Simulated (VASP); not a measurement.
WS2, 6 atoms in the cell. The structure is hexagonal, space group P6_3/mmc (No. 194). The conventional cell has a = 3.182 Å, b = 3.182 Å, c = 13.061 Å, α = 90.00°, β = 90.00°, γ = 120.00°. Within 3.2 Å of W (site symmetry -6m2) lie 6 S at 2.41 Å and 6 W at 3.18 Å. S (site symmetry 3m) has 3 W at 2.41 Å and 7 S at 3.12 to 3.18 Å within 3.2 Å. 

- Program: VASP 6.6.1
- Task: single point
- Functional: r2SCAN
- Potentials or basis: VASP PAW PBE potentials, release 64 (W_sv, S)
- Cutoff: 520 eV
- k mesh: 10 × 10 × 3
- Occupations: fermi-dirac, width 0.05 eV
- Spin: no spin polarisation
- Dipole correction: no
- Further INCAR settings: ALGO = Normal; EDIFF = 1e-06; NBANDS = 35

Potentials or basis: VASP PAW PBE potentials, release 64 (W_sv, S).

Run with:

```bash
$ cat potpaw_PBE.64/W_sv/POTCAR potpaw_PBE.64/S/POTCAR > POTCAR
$ cp INCAR.step1 INCAR
$ mpirun -np 1 vasp_std > vasp.out
$ cp INCAR.step2 INCAR
$ mpirun -np 1 vasp_std > vasp.out
```

Hardware: 1 thread of Intel(R) Xeon(R) Platinum 8259CL CPU @ 2.50GHz (Skylake/Cascade Lake), on a shared host.

Question: Estimate the wall time of this run.

Answer: Run time: 4.8 min on 1 thread of Intel(R) Xeon(R) Platinum 8259CL CPU @ 2.50GHz (Skylake/Cascade Lake) (shared host), peak memory 0.29 GiB. Counts: k points 28.
